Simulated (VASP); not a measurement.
A run of VASP 6.6.1 is set up as follows.

The input INCAR:

```
SYSTEM = GaS2
ALGO     = Normal         ! electronic algorithm
EDIFF    = 1E-6           ! SCF threshold, eV
ENCUT    = 520            ! plane-wave cutoff, eV
GGA      = PE             ! functional
ISIF     = 2              ! what is computed and relaxed
ISMEAR   = 0              ! smearing method
LASPH    = .True.         ! aspherical terms in the spheres
LCHARG   = .True.         ! write CHGCAR
LELF     = .True.         ! ELF
LREAL    = .False.        ! projectors in reciprocal space
LVHAR    = .True.       
LWAVE    = .False.        ! write WAVECAR
NBANDS   = 20             ! bands
NELM     = 100            ! most SCF steps
PREC     = Accurate       ! precision mode
SIGMA    = 0.1            ! smearing width, eV
```

The input KPOINTS:

```
k-points
0
Gamma
  12 12 12
  0 0 0
```

Contents of POSCAR:

```
GaS2
1.0
    4.3304367195      0.0000000000      0.0000000000
   -2.1652183597      3.7502682085      0.0000000000
    0.0000000000      0.0000000000      3.5997963396
Ga S
1 2
Direct
    0.0000000000      0.0000000000      0.0000000000
    0.3333333333      0.6666666667      0.5000000000
    0.6666666667      0.3333333333      0.5000000000
```

Potentials or basis: VASP PAW PBE potentials, release 64 (Ga_d, S).

Run with:

```console
$ cat potpaw_PBE.64/Ga_d/POTCAR potpaw_PBE.64/S/POTCAR > POTCAR
$ mpirun -np 1 vasp_std > vasp.out
```

Task: Estimate the pressure.

Result: 0.0 GPa.
